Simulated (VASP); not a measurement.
Set up this calculation in VASP 6.6.1, as the native input.

```
Task                   : single point
Functional             : PBE
Potentials or basis    : VASP PAW PBE potentials, release 64 (Zr_sv, W_sv, S)
Cutoff                 : 520 eV
k mesh                 : 4 × 4 × 4
Occupations            : gaussian, width 0.1 eV
Spin                   : collinear spin, ferrimagnetic start
Starting moments       : [0.01, 3.83, -0.09, -0.09, -0.09] μB
Dipole correction      : no
Further INCAR settings : ALGO = Normal; EDIFF = 1e-06; NBANDS = 34
```

The structure of ZrWS3 lies in POSCAR:

```
ZrWS3
1.0
    4.7969806200      0.0000000000      0.0000000000
    0.0000000000      4.7969806200      0.0000000000
    0.0000000000      0.0000000000      4.7969806200
Zr W S
1 1 3
Direct
    0.5000000000      0.5000000000      0.5000000000
    0.0000000000      0.0000000000      0.0000000000
    0.5000000000      0.5000000000      0.0000000000
    0.0000000000      0.5000000000      0.5000000000
    0.5000000000      0.0000000000      0.5000000000
```

The input as run:

INCAR

```
  PREC = Accurate
  ENCUT = 520
  EDIFF = 1E-6
  ISMEAR = 0
  SIGMA = 0.1
  LREAL = False
  LASPH = True
  NELM = 150
  ALGO = Normal
  ISIF = 2
  LWAVE = False
  LCHARG = False
  ISPIN = 2
  MAGMOM = 0.01 3.83 -0.09 -0.09 -0.09
  LORBIT = 11
  LMAXMIX = 4
  GGA = PE
  NBANDS = 34
```

KPOINTS

```
Automatic mesh
0
Gamma
  4 4 4
```

Potentials or basis: VASP PAW PBE potentials, release 64 (Zr_sv, W_sv, S).

Run with:

```console
$ cat potpaw_PBE.64/Zr_sv/POTCAR potpaw_PBE.64/W_sv/POTCAR potpaw_PBE.64/S/POTCAR > POTCAR
$ mpirun -np 1 vasp_std > vasp.out
```

Results of the run:

* Pressure: 6.2 GPa
* Net moment: 3.81 μB per cell
* Site moments: Zr +0.01; W +3.12; S -0.08 μB
* Valence electrons inside the program's atomic spheres: Zr 9.93; W 11.49; S 3.77

Wall time 39 s on 1 thread of Intel(R) Xeon(R) 6975P-C (Granite Rapids), on a shared host, peak memory 0.26 GiB.
